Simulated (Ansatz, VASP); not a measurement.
## ZnSn2N3: VASP beside Ansatz

Contents of INCAR:

```
SYSTEM = ZnSn2N3
  PREC = Accurate
  ENCUT = 600
  EDIFF = 1E-7
  ISMEAR = 0
  SIGMA = 0.1
  LREAL = .False.
  LASPH = .True.
  NELM = 80
  ALGO = Fast
  ISIF = 3
  LWAVE = .False.
  LCHARG = .False.
  GGA = PE
  IBRION = 2
  NSW = 90
  EDIFFG = -0.04
```

Contents of KPOINTS:

```
Automatic mesh
0
Gamma
  3 3 6
  0 0 0
```

File POSCAR:

```
ZnSn2N3
1.0
    5.8213275100      0.0000000000      0.0000000000
   -2.9106637500      5.0414175000      0.0000000000
    0.0000000000      0.0000000000      3.2697610900
Zn Sn N
1 2 3
Direct
    0.0000000000      0.0000000000      0.0000000000
    0.3333333300      0.6666666700      0.0000000000
    0.6666666700      0.3333333300      0.0000000000
    0.5000000000      0.0000000000      0.5000000000
    0.5000000000      0.5000000000      0.5000000000
    0.0000000000      0.5000000000      0.5000000000
```

Input for Ansatz:

```yaml
crystal:
  lattice:
    - [5.82132751, 0.0, 0.0]
    - [-2.91066375, 5.0414175, 0.0]
    - [0.0, 0.0, 3.26976109]
  atoms:
    - { symbol: Zn, position: [0.0, 0.0, 0.0] }
    - { symbol: Sn, position: [0.33333333, 0.66666667, 0.0] }
    - { symbol: Sn, position: [0.66666667, 0.33333333, 0.0] }
    - { symbol: "N", position: [0.5, 0.0, 0.5] }
    - { symbol: "N", position: [0.5, 0.5, 0.5] }
    - { symbol: "N", position: [0.0, 0.5, 0.5] }
basis:
  ecutwfc: 420
kpoints:
  mp_grid: { grid: [3, 3, 6] }
hamiltonian:
  xc: pbe
scf:
  occupations: { method: gaussian, width: 0.1 }
  lower_state_search: "off"
output:
  forces: true
  stress: true
  eigenvalues: true
relax:
  adjacent_minimum: "off"
  f_tol: 0.04
  max_steps: 70
  cell: { stress_tol: 0.4 }
```

Change from the starting cell: species swapped into the LuB2Os3 type (P6/mmm, No. 191).

Alike in both runs: task relaxation of cell and atoms; functional PBE; k mesh 3 × 3 × 6; occupations gaussian, width 0.1 eV; no spin polarisation.

```csv
,VASP,Ansatz
version,VASP 6.6.1,Ansatz 0.2.0
potentials or method,"VASP PAW PBE potentials, release 64 (Zn, Sn_d, N), cutoff 600 eV","scalar-relativistic, plane waves, PAW"
valence electrons in the cell,55,55
```

|  | VASP | Ansatz | Ansatz less VASP |
| --- | --- | --- | --- |
| gap on the k mesh at the Fermi level, each at its own relaxed structure (eV) | none | none | - |
| relaxed volume (Å³/atom) | 14.62 | 14.58 | -0.036 |
| relaxed length of the cell vector where the two differ most in proportion (Å) | 5.862 | 5.855 | -0.0065 |

A gap of «none» marks a metal or a gap that the smearing closes.

The k mesh is coarse, so the values compare programs but aren't converged.
